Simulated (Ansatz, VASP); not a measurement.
# Two plane-wave programs on Sc

```
Sc
1.0
    -3.08801    3.08801    2.70624
     3.08801   -3.08801    2.70624
     3.08801    3.08801   -2.70624
Sc
4
Direct
  0.16373 0.33627 0.50000
  0.66373 0.16373 0.82746
  0.33627 0.83627 0.17254
  0.83627 0.66373 0.50000
```

Alike in both runs: task electric field gradients; functional LDA; k mesh 8 × 8 × 8; occupations fermi-dirac, width 0.08 eV; no spin polarisation.

|  | VASP | Ansatz |
| --- | --- | --- |
| version | VASP 6.6.1 | Ansatz 0.2.0 |
| potentials or method | VASP PAW LDA potentials, release 64 (Sc_sv) | PAW with Ansatz's default frozen-core files, scalar-relativistic |
| plane-wave cutoff (eV) | 520 | 420 |
| valence electrons in the cell | 44 | 44 |

|  | VASP | Ansatz | Ansatz less VASP |
| --- | --- | --- | --- |
| pressure (GPa) | -4.1 | -4.2 | -0.05 |
| traceless stress, the component that is largest in VASP (GPa) | -0.31 | -0.30 | +0.003 |
| rms of the force components (eV/Å) | 0.020 | 0.023 | +0.0034 |
| size of Vzz on the site where it differs most (V/Å²) | 7.0 | 8.2 | +1.29 |

LDA's correlation is that of Perdew and Zunger in VASP and of Perdew and Wang (1992) in Ansatz. Atom by atom the forces differ by 0.003 eV/Å (rms over components).
